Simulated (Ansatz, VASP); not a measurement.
One calculation of H2CNO, two programs

```xyz
20
Lattice="3.5141 0.0000 -0.0130 0.0000 6.2392 0.0000 -3.4326 0.0000 8.2946" Properties=species:S:1:pos:R:3 pbc="T T T"
H    -0.5959    5.1965    7.4625
H    -1.0389    2.0769    4.9664
H     0.6774    1.0427    0.8191
H     1.1204    4.1623    3.3152
H     3.0170    3.8657    1.0383
H    -1.2192    0.7460    3.0960
H    -2.9355    2.3736    7.2433
H     1.3007    5.4932    5.1857
C    -0.0837    4.8762    1.1392
C     1.8814    1.7566    2.9951
C     0.1651    1.3630    7.1424
C    -1.8000    4.4826    5.2866
N     3.2782    5.5948    0.0159
N    -1.4805    2.4752    4.1184
N    -3.1968    0.6444    8.2657
N     1.5619    3.7640    4.1633
O     0.4636    5.3037    2.1641
O     1.3342    2.1841    1.9702
O    -0.3822    0.9355    6.1175
O    -1.2527    4.0551    6.3114
```

Alike in both runs: functional r2SCAN; k mesh 6 × 4 × 4; occupations gaussian, width 0.02 eV; no spin polarisation.

Ansatz relaxed the structure, and its values are those at the end. VASP's run is a single point on that final structure, the one shown.

|  | VASP | Ansatz |
| --- | --- | --- |
| version | VASP 6.6.1 | Ansatz 0.2.0 |
| potentials or method | VASP PAW PBE potentials, release 64 (H_h, C_h, N_h, O_h), cutoff 910 eV | scalar-relativistic, plane waves, PAW |
| valence electrons in the cell | 68 | 68 |

```tsv
	VASP	Ansatz	Ansatz less VASP
gap on the k mesh at the Fermi level (eV)	3.93	3.93	+0.001
least direct gap on the mesh (eV)	3.93	3.93	+0.001
rms of the force components (eV/Å)	0.017	0.002	-0.0155
```

VASP's potentials were made for PBE, not for r2SCAN.

Noted on VASP's run: the cutoff is under 1.25 times that of the potentials, so the pressure is a little rough.
